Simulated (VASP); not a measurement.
## WF2: single point with r2SCAN

The system is WF2.

```
W F
1.0
     0.00000    2.57565    2.57565
     2.57565    0.00000    2.57565
     2.57565    2.57565    0.00000
W F
1 2
Cartesian
  0.0000 0.0000 0.0000
  1.2878 1.2878 1.2878
  3.8635 3.8635 3.8635
```

| Quantity | Value |
| --- | --- |
| Program | VASP 6.6.1 |
| Task | single point |
| Functional | r2SCAN |
| Potentials or basis | VASP PAW PBE potentials, release 64 (W_sv, F) |
| Cutoff | 520 eV |
| k mesh | 14 × 14 × 14 |
| Occupations | gaussian, width 0.1 eV |
| Spin | collinear spin |
| Starting moments | [2.5, 0.0, 0.0] μB |

```
Pressure                                              : 5.6 GPa
Band gap on the k mesh                                : zero (filled and empty bands overlap)
Net moment                                            : 0.00 μB per cell
Valence electrons inside the program's atomic spheres : W 11.78; F 6.14
```

Levels at points of the mesh, in eV from the Fermi level:
Spin up:
```csv
k point,band 10,band 11,band 12,band 13,band 14,band 15,band 16,band 17,band 18,band 19
"(0.00, 0.00, 0.00)",-8.61,-8.61,-8.61,-1.01,-1.01,-0.89,3.17,3.17,3.17,10.28
"(0.50, 0.00, 0.00)",-9.90,-9.41,-9.41,-0.61,-0.61,0.89,2.57,2.57,4.08,5.26
"(0.50, 0.50, 0.00)",-8.96,-8.96,-8.25,-1.45,0.05,0.55,2.13,2.13,6.67,7.11
```
Spin down:
```
           k point  band 12  band 13  band 14  band 15  band 16  band 17
(0.00, 0.00, 0.00)    -8.61    -1.01    -1.01    -0.89     3.17     3.17
(0.50, 0.00, 0.00)    -9.41    -0.61    -0.61     0.89     2.57     2.57
(0.50, 0.50, 0.00)    -8.25    -1.45     0.05     0.55     2.13     2.13
```

It took 4.7 min on 1 thread of Intel(R) Xeon(R) 6975P-C (Granite Rapids), with other jobs on the host, peak memory 0.27 GiB.

Caveat: the cell stands under pressure; the PAW data sets were made with another functional, which shifts forces and pressure a little; spin-orbit coupling is left out, which moves the levels of the heavy elements.
